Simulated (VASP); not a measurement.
# SiC (Moissanite) in VASP: a series of runs, part 2 of 2

VASP 6.6.1.

### Step 4. Single point, PBEsol

The input, INCAR:

```
SYSTEM = SiC
PREC     = Accurate       ! precision mode
ENCUT    = 520            ! plane-wave cutoff, eV
EDIFF    = 1E-6           ! SCF threshold, eV
ISMEAR   = 0              ! smearing method
SIGMA    = 0.05           ! smearing width, eV
LREAL    = .FALSE.        ! projectors in reciprocal space
LASPH    = .TRUE.         ! aspherical terms in the spheres
NELM     = 60             ! most SCF steps
ALGO     = Normal         ! electronic algorithm
ISIF     = 2              ! what is computed and relaxed
LWAVE    = .FALSE.        ! write WAVECAR
LCHARG   = .FALSE.        ! write CHGCAR
GGA      = PS             ! functional
NBANDS   = 16             ! bands
```

The input, KPOINTS:

```
Automatic mesh
0
G
  12 12 4
  0 0 0
```

The input, POSCAR:

```
SiC
1.0
    3.0760000000     -0.0153800000     -0.0153800000
   -1.5513194700      2.6715840000     -0.0056294700
   -0.0252400000     -0.0252400000      5.0480000000
Si C
2 2
Direct
    0.3333333333      0.6666666667      0.0000000000
    0.6666666667      0.3333333333      0.5000000000
    0.3333333333      0.6666666667      0.3850000000
    0.6666666667      0.3333333333      0.8850000000
```

Potentials or basis: VASP PAW PBE potentials, release 64 (Si, C).

On the command line:

```console
> cat potpaw_PBE.64/Si/POTCAR potpaw_PBE.64/C/POTCAR > POTCAR
> mpirun -np 1 vasp_std > vasp.out
```

OUTCAR:

```text
SYSTEM = SiC
   PREC = Accurate
   ENCUT = 520
   EDIFF = 1E-6
   ISMEAR = 0
   LREAL = .FALSE.
   LASPH = .TRUE.
   NELM = 60
   ISIF = 2
   GGA = PS

 ion  position               nearest neighbor table
   1  0.333  0.667  0.000-   4 1.85   4 1.87   4 1.88   3 1.94   2 3.06   2 3.07   2 3.09   2 3.10
                             2 3.10   2 3.10
   2  0.667  0.333  0.500-   3 1.86   3 1.87   3 1.87   4 1.94   1 3.06   1 3.07   1 3.09   1 3.10
                             1 3.10   1 3.10
   3  0.333  0.667  0.385-   2 1.86   2 1.87   2 1.87   1 1.94
   4  0.667  0.333  0.885-   1 1.85   1 1.87   1 1.88   2 1.94

  LATTYP: Found a triclinic cell.
 ALAT       =     3.0627621204
 B/A-ratio  =     1.0043473107
 C/A-ratio  =     1.6482266660
 COS(alpha) =     0.0099745013
 COS(beta)  =     0.0136846556
 COS(gamma) =     0.4934979315

  Lattice vectors:

 A1 = (   1.5246805300,   2.6562040000,  -0.0210094700)
 A2 = (   3.0760000000,  -0.0153800000,  -0.0153800000)
 A3 = (   0.0252400000,   0.0252400000,  -5.0480000000)

Analysis of symmetry for initial positions (statically):
=====================================================================
 Subroutine PRICEL returns:
 Original cell was already a primitive cell.

 Routine SETGRP: Setting up the symmetry group for a
 triclinic supercell.

 Subroutine GETGRP returns: Found  1 space group operations
 (whereof  1 operations were pure point group operations)
 out of a pool of  2 trial point group operations.

The static configuration has the point symmetry C_1 .

Analysis of symmetry for dynamics (positions and initial velocities):
=====================================================================
 Subroutine PRICEL returns:
 Original cell was already a primitive cell.

 Routine SETGRP: Setting up the symmetry group for a
 triclinic supercell.

 Subroutine GETGRP returns: Found  1 space group operations
[... 127 lines left out ...]
     AMIX_MAG =   1.60;   BMIX_MAG =  1.00
  volume/ion in A,a.u.               =      10.34        69.78
  Fermi-wavevector in a.u.,A,eV,Ry     =   1.192847  2.254155 19.359521  1.422885
  Thomas-Fermi vector in A             =   2.328876
   LORBIT       =      0    0 simple, 1 ext, 2 COOP (PROOUT), +10 PAW based schemes
   GGA     = PS    functional components
   LHFCALC =     F    Hartree Fock is set to
   AEXX    =    0.0000 exact exchange contribution
   IVDW    =     0    specifies the selected vdW correction
   LEPSILON=     F    determine dielectric tensor
   LRPA    =     F    only Hartree local field effects (RPA)
 non-spin polarized calculation
 Gauss-broadening in eV      SIGMA  =   0.05
  energy-cutoff  :      520.00
  volume of cell :       41.36
 maximum number of plane-waves:      1127
   NGX = 11   NGY = 11   NGZ = 19

 number of electron      16.0000000 magnetization

 Free energy of the ion-electron system (eV)
  ---------------------------------------------------
  ext. energy  EPLUGINS =         0.00000000
  ---------------------------------------------------
  free energy    TOTEN  =       -31.77931357 eV

  energy without entropy =      -31.77931357  energy(sigma->0) =      -31.77931357

 E-fermi :   8.5788     XC(G=0): -11.4982

 val. band max:        8.3656722128   @ k =   0.0000   0.0000   0.0000
 cond. band min:      10.5184131084   @ k =   0.3333   0.3333   0.0000
 fundamental gap:      2.1527408956
 Fermi energy:         8.5788207331

 k-point     1 :       0.0000    0.0000    0.0000
  band No.  band energies     occupation
      1      -7.3866      2.00000
      2      -3.8461      2.00000
      3      -0.4017      2.00000
      4       6.7637      2.00000
      5       6.8328      2.00000
      6       8.0536      2.00000
[... 433 lines left out ...]
      3       0.6903      2.00000
      4       2.2884      2.00000
      5       2.8487      2.00000
      6       3.4092      2.00000
[... 8 lines left out ...]
     15      18.8547      0.00000
     16      19.8136      0.00000

 [... further k-points ...]

------------------------ aborting loop because EDIFF is reached ----------------------------------------

  FORCE on cell =-STRESS in cart. coord.  units (eV):
  Direction    XX          YY          ZZ          XY          YZ          ZX
  --------------------------------------------------------------------------------------
  -------------------------------------------------------------------------------------
  Total        0.5962117      0.5970082     -0.6924928      0.6293488      0.4278517      0.4279777
  in kB       23.0951692     23.1260208    -26.8247627     24.3787840     16.5734869     16.5783685
  external PRESSURE =       6.4654758 kB  Pullay stress =       0.0000000 kB

 VOLUME and BASIS-vectors are now :
 -----------------------------------------------------------------------------
  energy-cutoff  :      520.00
  volume of cell :       41.36
      direct lattice vectors                 reciprocal lattice vectors
     3.076000000 -0.015380000 -0.015380000     0.326057106  0.189338326  0.002576977
    -1.551319470  2.671584000 -0.005629470     0.001886478  0.375409177  0.001886478
    -0.025240000 -0.025240000  5.048000000     0.000995519  0.000995519  0.198108212

 POSITION                                       TOTAL-FORCE (eV/Angst)
 -----------------------------------------------------------------------------------
     -0.00888      1.77593     -0.00888         0.162842      0.067026      0.753967
      1.52094      0.86765      2.51187        -0.033019      0.062622      0.749943
     -0.01860      1.76621      1.93460         0.052045     -0.062685     -0.749515
      1.51122      0.85794      4.45535        -0.181868     -0.066962     -0.754395
 -----------------------------------------------------------------------------------
    total drift:                               -0.000010     -0.000003     -0.000196

  FREE ENERGIE OF THE ION-ELECTRON SYSTEM (eV)
  ---------------------------------------------------
  free  energy   TOTEN  =       -31.7793135745 eV

  energy  without entropy=      -31.7793135745  energy(sigma->0) =      -31.77931357
```

OSZICAR:

```text
N       E                     dE             d eps       ncg     rms          rms(c)
DAV:   1     0.230157255556E+02    0.23016E+02   -0.71275E+03  9360   0.894E+02
DAV:   2    -0.329192511594E+02   -0.55935E+02   -0.50913E+02 13224   0.157E+02
DAV:   3    -0.353900095045E+02   -0.24708E+01   -0.24613E+01 12368   0.302E+01
DAV:   4    -0.354079128726E+02   -0.17903E-01   -0.17901E-01 11496   0.316E+00
DAV:   5    -0.354080876580E+02   -0.17479E-03   -0.17478E-03 12216   0.294E-01    0.124E+01
DAV:   6    -0.319148728726E+02    0.34932E+01   -0.59909E+00 11864   0.150E+01    0.570E+00
DAV:   7    -0.318113905409E+02    0.10348E+00   -0.10434E+00 13488   0.597E+00    0.242E+00
DAV:   8    -0.317826342720E+02    0.28756E-01   -0.53811E-02 10872   0.142E+00    0.588E-01
DAV:   9    -0.317791589763E+02    0.34753E-02   -0.68779E-03 12136   0.558E-01    0.113E-01
DAV:  10    -0.317793065243E+02   -0.14755E-03   -0.69306E-04 11408   0.156E-01    0.532E-02
DAV:  11    -0.317793135303E+02   -0.70060E-05   -0.36159E-05 11864   0.442E-02    0.114E-02
DAV:  12    -0.317793135745E+02   -0.44259E-07   -0.33878E-06 11552   0.119E-02
   1 F= -.31779314E+02 E0= -.31779314E+02  d E =-.627444E-12
```

Wall time 83 s (1 thread of AMD EPYC 9R45 (Zen 5), shared host); peak memory 0.24 GiB.

What came out:

```yaml
Free_energy: -31.7793 eV
Pressure: 0.6 GPa
Largest_force: 0.779 eV/Å
Band_gap_on_the_k_mesh: 2.15 eV, indirect (least direct gap 3.91 eV)
```

Forces on the atoms (eV/Å):
```
Si   0.163  0.067  0.754
Si  -0.033  0.063  0.750
C    0.052 -0.063 -0.750
C   -0.182 -0.067 -0.754
```

Levels at points of the mesh, in eV from the valence-band top:
| k point | band 5 | band 6 | band 7 | band 8 | band 9 | band 10 | band 11 | band 12 |
| --- | --- | --- | --- | --- | --- | --- | --- | --- |
| (0.00, 0.00, 0.00) | -1.53 | -0.31 | -0.26 | 0.00 | 4.55 | 5.95 | 6.35 | 6.51 |
| (0.50, 0.00, 0.00) | -5.44 | -3.65 | -3.32 | -1.56 | 2.35 | 4.06 | 6.56 | 7.02 |
| (0.00, 0.50, 0.00) | -5.48 | -3.57 | -3.32 | -1.50 | 2.46 | 4.09 | 6.61 | 7.16 |
| (0.50, 0.50, 0.00) | -5.52 | -3.49 | -3.33 | -1.44 | 2.57 | 4.11 | 6.66 | 7.29 |
| (0.00, 0.00, 0.50) | -1.04 | -1.00 | -0.94 | -0.91 | 5.62 | 5.63 | 6.96 | 7.03 |
| (0.50, 0.00, 0.50) | -2.80 | -2.76 | -2.44 | -2.25 | 2.94 | 3.04 | 4.73 | 5.00 |
| (0.00, 0.50, 0.50) | -2.73 | -2.70 | -2.43 | -2.29 | 3.01 | 3.08 | 4.80 | 4.99 |
| (0.50, 0.50, 0.50) | -2.65 | -2.64 | -2.40 | -2.35 | 3.08 | 3.11 | 4.90 | 4.96 |

Caveat: the PAW data sets were made with another functional, which shifts forces and pressure a little. PBEsol gaps usually lie below the measured ones, often by a third to a half.

### Step 5. Single point, PBEsol

The input, INCAR:

```
  PREC = Accurate
  ENCUT = 520
  EDIFF = 1E-6
  ISMEAR = 0
  SIGMA = 0.05
  LREAL = False
  LASPH = True
  NELM = 100
  ALGO = Normal
  ISIF = 2
  LWAVE = False
  LCHARG = False
  GGA = PS
  NBANDS = 16
```

The input, KPOINTS:

```
regular mesh
0
Gamma
  12 12 4
```

The input, POSCAR:

```
SiC
1.0
    3.0760000000      0.0153800000      0.0153800000
   -1.5246805300      2.6562040000      0.0056294700
    0.0252400000      0.0252400000      5.0480000000
Si C
2 2
Direct
    0.3333333333      0.6666666667      0.0000000000
    0.6666666667      0.3333333333      0.5000000000
    0.3333333333      0.6666666667      0.3850000000
    0.6666666667      0.3333333333      0.8850000000
```

On the command line:

```console
> cat potpaw_PBE.64/Si/POTCAR potpaw_PBE.64/C/POTCAR > POTCAR
> mpirun -np 1 vasp_std > vasp.out
```

It took 86 s on 1 thread of AMD EPYC 9R45 (Zen 5), shared host; peak memory 0.25 GiB.

It converged, with:

```
Free energy            : -31.7793 eV
Pressure               : 0.6 GPa
Largest force          : 0.775 eV/Å
Band gap on the k mesh : 2.15 eV, indirect (least direct gap 3.91 eV)
```

Forces on the atoms (eV/Å):
```
Si  -0.152 -0.057  0.754
Si   0.032 -0.062  0.750
C   -0.049  0.062 -0.750
C    0.168  0.057 -0.754
```

Stress tensor (GPa, compression positive):
```
 2.31 -2.44 -1.66
-2.44  2.31 -1.66
-1.66 -1.66 -2.68
```

Levels at points of the mesh, in eV from the valence-band top:
| k point | band 4 | band 5 | band 6 | band 7 | band 8 | band 9 | band 10 | band 11 | band 12 | band 13 |
| --- | --- | --- | --- | --- | --- | --- | --- | --- | --- | --- |
| (0.00, 0.00, 0.00) | -1.60 | -1.53 | -0.32 | -0.25 | 0.00 | 4.55 | 5.95 | 6.36 | 6.51 | 7.47 |
| (0.50, 0.00, 0.00) | -6.58 | -5.51 | -3.49 | -3.32 | -1.43 | 2.57 | 4.11 | 6.73 | 7.22 | 9.55 |
| (0.00, 0.50, 0.00) | -6.58 | -5.48 | -3.57 | -3.32 | -1.49 | 2.46 | 4.09 | 6.61 | 7.16 | 9.59 |
| (0.50, 0.50, 0.00) | -6.58 | -5.44 | -3.64 | -3.32 | -1.56 | 2.35 | 4.06 | 6.49 | 7.10 | 9.65 |
| (0.00, 0.00, 0.50) | -4.49 | -1.04 | -1.00 | -0.94 | -0.90 | 5.62 | 5.64 | 6.97 | 7.03 | 7.16 |
| (0.50, 0.00, 0.50) | -8.48 | -2.66 | -2.62 | -2.47 | -2.28 | 3.04 | 3.15 | 4.81 | 5.06 | 10.37 |
| (0.00, 0.50, 0.50) | -8.48 | -2.73 | -2.69 | -2.43 | -2.29 | 3.01 | 3.08 | 4.80 | 4.99 | 10.27 |
| (0.50, 0.50, 0.50) | -8.48 | -2.79 | -2.78 | -2.37 | -2.32 | 2.98 | 3.01 | 4.83 | 4.90 | 10.19 |

Caveat: the PAW data sets were made with another functional, which shifts forces and pressure a little. A k mesh can miss the band edges.

### Step 6. Single point, PBEsol

INCAR: that of step 5 with these lines changed.

```diff
@@ -2,3 +2,3 @@
   ENCUT = 520
-  EDIFF = 1E-6
+  EDIFF = 1E-7
   ISMEAR = 0
@@ -7,3 +7,3 @@
   LASPH = True
-  NELM = 100
+  NELM = 60
   ALGO = Normal
```

The input, KPOINTS:

```
Automatic mesh
0
Gamma
  12 12 4
```

The input, POSCAR:

```
SiC
1.0
    3.0760000000      0.0307600000      0.0307600000
   -1.5113610600      2.6485140000      0.0112589400
    0.0504800000      0.0504800000      5.0480000000
Si C
2 2
Direct
    0.3333333333      0.6666666667      0.0000000000
    0.6666666667      0.3333333333      0.5000000000
    0.3333333333      0.6666666667      0.3850000000
    0.6666666667      0.3333333333      0.8850000000
```

Potentials or basis: VASP PAW PBE potentials, release 64 (Si, C).

On the command line:

```console
> cat potpaw_PBE.64/Si/POTCAR potpaw_PBE.64/C/POTCAR > POTCAR
> mpirun -np 1 vasp_std > vasp.out
```

Wall time 91 s (1 thread of AMD EPYC 9R45 (Zen 5), shared host); peak memory 0.25 GiB.

It converged, with:

* Free energy: -31.7571 eV
* Pressure: 0.8 GPa
* Largest force: 0.840 eV/Å
* Band gap on the k mesh: 2.14 eV, indirect (least direct gap 3.87 eV)

Forces in eV/Å, atoms in the order of the input:
```
Si  -0.293 -0.106  0.766
Si   0.064 -0.122  0.750
C   -0.095  0.122 -0.749
C    0.324  0.106 -0.768
```

Stress tensor (GPa, compression positive):
```
 2.43 -4.89 -3.34
-4.89  2.46 -3.33
-3.34 -3.33 -2.61
```

Levels at points of the mesh, in eV from the valence-band top:
| k point | band 5 | band 6 | band 7 | band 8 | band 9 | band 10 | band 11 | band 12 |
| --- | --- | --- | --- | --- | --- | --- | --- | --- |
| (0.00, 0.00, 0.00) | -1.52 | -0.39 | -0.23 | 0.00 | 4.51 | 5.89 | 6.30 | 6.58 |
| (0.50, 0.00, 0.00) | -5.54 | -3.44 | -3.33 | -1.39 | 2.66 | 4.10 | 6.78 | 7.31 |
| (0.00, 0.50, 0.00) | -5.48 | -3.60 | -3.33 | -1.51 | 2.45 | 4.06 | 6.49 | 7.25 |
| (0.50, 0.50, 0.00) | -5.43 | -3.74 | -3.34 | -1.64 | 2.23 | 4.01 | 6.24 | 7.16 |
| (0.00, 0.00, 0.50) | -1.13 | -1.05 | -0.94 | -0.85 | 5.54 | 5.61 | 6.85 | 6.96 |
| (0.50, 0.00, 0.50) | -2.64 | -2.60 | -2.54 | -2.23 | 2.99 | 3.23 | 4.74 | 5.21 |
| (0.00, 0.50, 0.50) | -2.77 | -2.70 | -2.51 | -2.23 | 2.95 | 3.10 | 4.70 | 5.08 |
| (0.50, 0.50, 0.50) | -2.89 | -2.86 | -2.39 | -2.29 | 2.90 | 2.94 | 4.75 | 4.90 |

Caveat: the PAW data sets were made with another functional, which shifts forces and pressure a little. A k mesh can miss the band edges.

### Step 7. Summary

```csv
cell,gap on the mesh (eV),pressure (GPa),largest force (eV/Å)
"a = 3.076, b = 3.076, c = 5.048 Å, angles 90.0, 90.0, 120.0°, 4 atoms",2.16,0.6,0.75
"a = 3.076, b = 3.103, c = 5.049 Å, angles 90.4, 91.1, 120.9°, 4 atoms",2.13,0.8,0.87
"a = 3.076, b = 3.089, c = 5.048 Å, angles 90.2, 90.6, 120.4°, 4 atoms",2.15,0.6,0.78
"a = 3.076, b = 3.063, c = 5.048 Å, angles 89.8, 89.4, 119.6°, 4 atoms",2.15,0.6,0.78
"a = 3.076, b = 3.049, c = 5.049 Å, angles 89.6, 88.8, 119.1°, 4 atoms",2.14,0.8,0.84
```

Alike in all rows: task single point; level PBEsol; potentials or basis VASP PAW PBE potentials, release 64 (Si, C); no spin polarisation; k mesh 12 × 12 × 4; cutoff (eV) 520; smearing gaussian 0.05 eV.

Caveats: the PAW data sets were made with another functional, which shifts forces and pressure a little.

Absolute energies hang on the potentials; compare differences alone.
